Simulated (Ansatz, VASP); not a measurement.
**One calculation of GaP, two programs**

```xyz
2
Lattice="0.0000 2.7252 2.7252 2.7252 0.0000 2.7252 2.7252 2.7252 0.0000" Properties=species:S:1:pos:R:3 pbc="T T T"
Ga    0.0000    0.0000    0.0000
P     4.0879    4.0879    4.0879
```

Alike in both runs: task relaxation of cell and atoms; functional PBE; k mesh 8 × 8 × 8; occupations fermi-dirac, width 0.05 eV; no spin polarisation.

```csv
,VASP,Ansatz
version,VASP 6.6.1,Ansatz 0.2.0
potentials or method,"VASP PAW PBE potentials, release 54 (Ga_d, P)",Ansatz PAW
plane-wave cutoff (eV),600,420
valence electrons in the cell,18,18
```

VASP gave:

| Item | Value |
| --- | --- |
| gap on the k mesh at the Fermi level, each at its own relaxed structure (eV) | 1.58 |
| relaxed volume (Å³/atom) | 20.86 |
| relaxed cell length with the largest relative difference (Å) | 3.893 |

**Question.** Estimate Ansatz's values.

**Answer.** gap on the k mesh at the Fermi level, each at its own relaxed structure (eV): 1.58; relaxed volume (Å³/atom): 20.85; relaxed cell length with the largest relative difference (Å): 3.893.

Noted on Ansatz's run: the plane-wave basis is chosen anew once the cell has moved, so the energies of steps on either side of that aren't comparable.
